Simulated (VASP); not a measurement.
# LaInRu (P4/nmm) in VASP: single point with PBE0

Aim: the single point of LaInRu with PBE0.

All numbers are computed with VASP 6.6.1; they aren't measurements. Logs are shortened: lines on timing, memory, paths and dates and some standing lists are left out, and cuts for length are marked.

## 1. The cell of the first run

Symmetry: P4/nmm, No. 129, tetragonal system. The conventional cell has a = 4.375 Å, b = 4.375 Å, c = 7.353 Å, α = 90.00°, β = 90.00°, γ = 90.00°. In (site symmetry 4mm) has 4 Ru at 2.54 Å and 4 La at 3.27 Å within 3.3 Å. La (site symmetry 4mm) has 4 Ru at 3.22 Å and 6 In at 3.27 to 3.71 Å and 4 La at 4.06 Å within 4.2 Å. Ru (site symmetry -4m2) has 4 In at 2.54 Å and 4 Ru at 3.09 Å and 4 La at 3.22 Å within 3.3 Å.

## 2. Single point, PBE0

POSCAR

```
LaInRu
1.0
    4.3747000000      0.0000000000      0.0000000000
    0.0000000000      4.3747000000      0.0000000000
    0.0000000000      0.0000000000      7.3531530000
In La Ru
2 2 2
Direct
    0.2500000000      0.2500000000      0.1750000000
    0.7500000000      0.7500000000      0.8250000000
    0.2500000000      0.2500000000      0.6790000000
    0.7500000000      0.7500000000      0.3210000000
    0.7500000000      0.2500000000      0.0000000000
    0.2500000000      0.7500000000      0.0000000000
```

INCAR.step1

```
SYSTEM = LaInRu
PREC = Accurate ; ENCUT = 520
EDIFF = 1E-5 ; ISMEAR = -1
SIGMA = 0.1 ; LREAL = .False.
LASPH = .True. ; NELM = 80
ALGO = Normal ; ISIF = 2
LWAVE = .True. ; GGA = PE
NBANDS = 47
```

INCAR.step2

```
SYSTEM = LaInRu
PREC = Accurate ; ENCUT = 520
EDIFF = 1E-7 ; ISMEAR = -1
SIGMA = 0.1 ; LREAL = .False.
LASPH = .True. ; NELM = 80
ALGO = Normal ; ISIF = 2
LWAVE = .False. ; LCHARG = .True.
GGA = PE ; LHFCALC = .True.
AEXX = 0.25 ; PRECFOCK = Fast
LELF = .True. ; LVHAR = .True.
ISTART = 1 ; NBANDS = 47
```

KPOINTS

```
regular mesh
0
Gamma
  3 3 1
  0 0 0
```

Potentials or basis: VASP PAW PBE potentials, release 64 (In_d, La, Ru_pv).

Command:

```bash
$ cat potpaw_PBE.64/In_d/POTCAR potpaw_PBE.64/La/POTCAR potpaw_PBE.64/Ru_pv/POTCAR > POTCAR
$ cp INCAR.step1 INCAR
$ mpirun -np 1 vasp_std > vasp.out
$ cp INCAR.step2 INCAR
$ mpirun -np 1 vasp_std > vasp.out
```

OUTCAR:

```text
SYSTEM = LaInRu
   PREC = Accurate
   ENCUT = 520
   EDIFF = 1E-7
   ISMEAR = -1
   LREAL = .False.
   LASPH = .True.
   NELM = 80
   ISIF = 2
   GGA = PE
   LHFCALC = .True.
   AEXX = 0.25
   PRECFOCK = Fast
   ISTART = 1

 ion  position               nearest neighbor table
   1  0.250  0.250  0.175-   5 2.54   6 2.54   6 2.54   5 2.54   4 3.27   4 3.27   4 3.27   4 3.27
                             3 3.65   3 3.71   2 4.02   2 4.02   2 4.02   2 4.02
   2  0.750  0.750  0.825-   5 2.54   6 2.54   5 2.54   6 2.54   3 3.27   3 3.27   3 3.27   3 3.27
                             4 3.65   4 3.71   1 4.02   1 4.02   1 4.02   1 4.02
   3  0.250  0.250  0.679-   5 3.22   6 3.22   6 3.22   5 3.22   2 3.27   2 3.27   2 3.27   2 3.27
                             1 3.65   1 3.71
   4  0.750  0.750  0.321-   5 3.22   6 3.22   5 3.22   6 3.22   1 3.27   1 3.27   1 3.27   1 3.27
                             2 3.65   2 3.71
   5  0.750  0.250  0.000-   1 2.54   2 2.54   2 2.54   1 2.54   6 3.09   6 3.09   6 3.09   6 3.09
                             4 3.22   3 3.22   4 3.22   3 3.22
   6  0.250  0.750  0.000-   1 2.54   2 2.54   1 2.54   2 2.54   5 3.09   5 3.09   5 3.09   5 3.09
                             4 3.22   4 3.22   3 3.22   3 3.22

  LATTYP: Found a simple tetragonal cell.
 ALAT       =     4.3747000000
 C/A-ratio  =     1.6808359430

  Lattice vectors:

 A1 = (   4.3747000000,   0.0000000000,   0.0000000000)
 A2 = (   0.0000000000,   4.3747000000,   0.0000000000)
 A3 = (   0.0000000000,   0.0000000000,   7.3531530000)

Analysis of symmetry for initial positions (statically):
=====================================================================
 Subroutine PRICEL returns:
 Original cell was already a primitive cell.

 Routine SETGRP: Setting up the symmetry group for a
 simple tetragonal supercell.

 Subroutine GETGRP returns: Found 16 space group operations
 (whereof  4 operations were pure point group operations)
 out of a pool of 16 trial point group operations.

The static configuration has the point symmetry C_2h.
 The point group associated with its full space group is D_4h.

Analysis of symmetry for dynamics (positions and initial velocities):
=====================================================================
 Subroutine PRICEL returns:
 Original cell was already a primitive cell.

 Routine SETGRP: Setting up the symmetry group for a
 simple tetragonal supercell.

 Subroutine GETGRP returns: Found 16 space group operations
 (whereof  4 operations were pure point group operations)
 out of a pool of 16 trial point group operations.

The dynamic configuration has the point symmetry C_2h.
 The point group associated with its full space group is D_4h.

 Subroutine INISYM returns: Found 16 space group operations
 (whereof  4 operations are pure point group operations),
 and found     1 'primitive' translations

----------------------------------------------------------------------------------------

                                     Primitive cell

  volume of cell :     140.7246

  direct lattice vectors                    reciprocal lattice vectors
     4.374700000  0.000000000  0.000000000     0.228587103  0.000000000  0.000000000
     0.000000000  4.374700000  0.000000000     0.000000000  0.228587103  0.000000000
     0.000000000  0.000000000  7.353153000     0.000000000  0.000000000  0.135996082

  length of vectors
     4.374700000  4.374700000  7.353153000     0.228587103  0.228587103  0.135996082

  position of ions in fractional coordinates (direct lattice)
     0.250000000  0.250000000  0.175000000
     0.750000000  0.750000000  0.825000000
     0.250000000  0.250000000  0.679000000
     0.750000000  0.750000000  0.321000000
     0.750000000  0.250000000  0.000000000
     0.250000000  0.750000000  0.000000000

  ion indices of the primitive-cell ions
   primitive index   ion index
                 1           1
                 2           2
                 3           3
                 4           4
                 5           5
                 6           6

----------------------------------------------------------------------------------------

 KPOINTS: regular mesh

Automatic generation of k-mesh.
 Grid dimensions read from file:
 generate k-points for:    3    3    1

 Generating k-lattice:

  Cartesian coordinates                     Fractional coordinates (reciprocal lattice)
     0.076195701  0.000000000  0.000000000     0.333333333  0.000000000  0.000000000
     0.000000000  0.076195701  0.000000000     0.000000000  0.333333333  0.000000000
     0.000000000  0.000000000  0.135996082     0.000000000  0.000000000  1.000000000

  Length of vectors
     0.076195701  0.076195701  0.135996082

  Shift w.r.t. Gamma in fractional coordinates (k-lattice)
     0.000000000  0.000000000  0.000000000

 Subroutine IBZKPT returns following result:
 ===========================================

 Found      3 irreducible k-points:

 Following reciprocal coordinates:
            Coordinates               Weight
  0.000000  0.000000  0.000000      1.000000
  0.333333  0.000000  0.000000      4.000000
  0.333333  0.333333  0.000000      4.000000
   k-points           NKPTS =      3   k-points in BZ     NKDIM =      9   number of bands    NBANDS=     47
   number of dos      NEDOS =    301   number of ions     NIONS =      6
   total plane-waves  NPLWV =  72576
   dimension x,y,z NGX =    36 NGY =   36 NGZ =   56
   dimension x,y,z NGXF=    72 NGYF=   72 NGZF=  112
   ions per type =               2   2   2
   NGX,Y,Z   is equivalent  to a cutoff of  13.68, 13.68, 12.66 a.u.
   NGXF,Y,Z  is equivalent  to a cutoff of  27.36, 27.36, 25.32 a.u.
 SYSTEM =  LaInRu
   PREC   = accura    normal or accurate (medium, high low for compatibility)
   ISTART =      1    job   : 0-new  1-cont  2-samecut
   ICHARG =      0    charge: 1-file 2-atom 10-const
   ISPIN  =      1    spin polarized calculation?
   LNONCOLLINEAR =      F non collinear calculations
   LSORBIT =      F    spin-orbit coupling
   LASPH  =      T    aspherical Exc in radial PAW
   ENCUT  =  520.0 eV  38.22 Ry    6.18 a.u.   8.13  8.13 13.67*2*pi/ulx,y,z
   NELM   =     80;   NELMIN=  2; NELMDL=  0     # of ELM steps
   EDIFF  = 0.1E-06   stopping-criterion for ELM
   LREAL  =      F    real-space projection
   EDIFFG = 0.1E-05   stopping-criterion for IOM
   NSW    =      0    number of steps for IOM
   IBRION =     -1    ionic relax: 0-MD 1-quasi-New 2-CG
   NFREE  =      0    steps in history (QN), initial steepest desc. (CG)
   ISIF   =      2    stress and relaxation
   ISYM   =      3    0-nonsym 1-usesym 2-fastsym
   POTIM  = 0.5000    time-step for ionic-motion
   TEBEG  =    0.0;   TEEND  =   0.0 temperature during run
   PSTRESS=    0.0 pullay stress
   NELECT =      76.0000    total number of electrons
   NUPDOWN=      -1.0000    fix difference up-down
   EMIN   =  10.00;   EMAX   =-10.00  energy-range for DOS
   EFERMI =   0.00;   METHOD = LEGACY
   ISMEAR =    -1;   SIGMA  =   0.10  broadening in eV -4-tet -1-fermi 0-gaus
   EFERMI_NEDOS =   21; number of points for ismear=-14 and -15
   IALGO  =     38    algorithm
   IMIX   =      1    mixing-type and parameters
     AMIX     =   0.40;   BMIX     =  1.00
     AMIX_MAG =   1.60;   BMIX_MAG =  1.00
  volume/ion in A,a.u.               =      23.45       158.28
  Fermi-wavevector in a.u.,A,eV,Ry     =   1.333182  2.519348 24.182630  1.777373
  Thomas-Fermi vector in A             =   2.462060
   LORBIT       =      0    0 simple, 1 ext, 2 COOP (PROOUT), +10 PAW based schemes
   GGA     = PE    functional components
   LHFCALC =     T    Hartree Fock is set to
   PRECFOCK=fast      Normal, Fast or Accurate (Low or Medium for compatibility)
   ENCUT4O =  -1.0   cutoff for four orbital integrals eV
   NKREDX  =     1    reduce k-point grid by
   NKREDY  =     1    reduce k-point grid by
   NKREDZ  =     1    reduce k-point grid by
   AEXX    =    0.2500 exact exchange contribution
   HFSCREEN=    0.0000 screening length (either q_TF or 0.3 A-1)
   HFSCREENC=   0.0000 screening length for correlation (either q_TF or 0.3 A-1)
   ENCUTFOCK=  -1.0 apply spherical cutoff to Coloumb kernel
   IVDW    =     0    specifies the selected vdW correction
   LEPSILON=     F    determine dielectric tensor
   LRPA    =     F    only Hartree local field effects (RPA)
 non-spin polarized calculation
  energy-cutoff  :      520.00
  volume of cell :      140.72
 maximum number of plane-waves:      3792
 NGX is ok and might be reduce to    36
  NGX = 18; NGY = 18; NGZ = 30

 number of electron      75.9999982 magnetization

 Free energy of the ion-electron system (eV)
  ---------------------------------------------------
  ext. energy  EPLUGINS =         0.00000000
  ---------------------------------------------------
  free energy    TOTEN  =       -41.58706406 eV

  energy without entropy =      -41.52253360  energy(sigma->0) =      -41.55479883

 E-fermi :   9.1128     XC(G=0):  -8.6346

 val. band max:        9.1124240070   @ k =   0.3333   0.0000   0.0000
 cond. band min:       9.7059644891   @ k =   0.0000   0.0000   0.0000
 fundamental gap:      0.5935404821
 Fermi energy:         9.1127737973

 k-point     1 :       0.0000    0.0000    0.0000
  band No.  band energies     occupation
      1     -35.8507      2.00000
      2     -35.8507      2.00000
      3     -35.7607      2.00000
      4     -35.7260      2.00000
      5     -35.6775      2.00000
      6     -35.6775      2.00000
[... 39 lines left out ...]
     46      12.8782      0.00000
     47      13.1427      0.00000

 k-point     2 :       0.3333    0.0000    0.0000
  band No.  band energies     occupation
      1     -35.8090      2.00000
      2     -35.8062      2.00000
      3     -35.7508      2.00000
      4     -35.7342      2.00000
      5     -35.7224      2.00000
      6     -35.7200      2.00000
[... 39 lines left out ...]
     46      13.1688      0.00000
     47      13.1698      0.00000

 k-point     3 :       0.3333    0.3333    0.0000
  band No.  band energies     occupation
      1     -35.8629      2.00000
      2     -35.8189      2.00000
      3     -35.7453      2.00000
      4     -35.7373      2.00000
      5     -35.7114      2.00000
      6     -35.6681      2.00000
[... 39 lines left out ...]
     46      13.5258      0.00000
     47      13.5369      0.00000

------------------------ aborting loop because EDIFF is reached ----------------------------------------

  FORCE on cell =-STRESS in cart. coord.  units (eV):
  Direction    XX          YY          ZZ          XY          YZ          ZX
  --------------------------------------------------------------------------------------
  -------------------------------------------------------------------------------------
  Total       10.4673946     10.4673946     10.7994672     -0.0000000     -0.0000000      0.0000000
  in kB      119.1733163    119.1733163    122.9540268     -0.0000000     -0.0000000      0.0000000
  external PRESSURE =     120.4335531 kB  Pullay stress =       0.0000000 kB

 VOLUME and BASIS-vectors are now :
 -----------------------------------------------------------------------------
  energy-cutoff  :      520.00
  volume of cell :      140.72
      direct lattice vectors                 reciprocal lattice vectors
     4.374700000  0.000000000  0.000000000     0.228587103  0.000000000  0.000000000
     0.000000000  4.374700000  0.000000000     0.000000000  0.228587103  0.000000000
     0.000000000  0.000000000  7.353153000     0.000000000  0.000000000  0.135996082

 POSITION                                       TOTAL-FORCE (eV/Angst)
 -----------------------------------------------------------------------------------
      1.09367      1.09367      1.28680        -0.000000      0.000000      2.304201
      3.28102      3.28102      6.06635         0.000000      0.000000     -2.304201
      1.09367      1.09367      4.99279        -0.000000     -0.000000      1.005312
      3.28102      3.28102      2.36036         0.000000      0.000000     -1.005312
      3.28102      1.09367      0.00000         0.000000      0.000000      0.000000
      1.09367      3.28102      0.00000        -0.000000      0.000000      0.000000
 -----------------------------------------------------------------------------------
    total drift:                                0.000001     -0.000000      0.000001

  FREE ENERGIE OF THE ION-ELECTRON SYSTEM (eV)
  ---------------------------------------------------
  free  energy   TOTEN  =       -41.5870640568 eV

  energy  without entropy=      -41.5225336000  energy(sigma->0) =      -41.55479883
```

Wall time 10 min (1 thread of Intel Xeon Platinum 8488C (Sapphire Rapids), shared host); peak memory 0.27 GiB.

What came out:

* Free energy: -41.5871 eV
* Pressure: 12.0 GPa
* Largest force: 2.304 eV/Å
* Band gap on the k mesh: zero (bands 38 and 39 overlap by 0.59 eV)

Forces in eV/Å, atoms in the order of the input:
```
In   0.000  0.000  2.304
In   0.000  0.000 -2.304
La   0.000  0.000  1.005
La   0.000  0.000 -1.005
Ru   0.000  0.000  0.000
Ru   0.000  0.000  0.000
```

Levels at points of the mesh, in eV from the Fermi level:
```csv
k point,band 34,band 35,band 36,band 37,band 38,band 39,band 40,band 41,band 42,band 43
"(0.00, 0.00, 0.00)",-1.55,-0.58,-0.55,0.59,0.59,1.56,1.67,2.07,2.30,3.34
```

Caveat: the k points lie up to 0.85 Å⁻¹ apart, too coarse for converged energies and pressures of a metal; the PAW data sets were made with another functional, which shifts forces and pressure a little; spin-orbit coupling is left out, which moves the levels of the heavy elements.
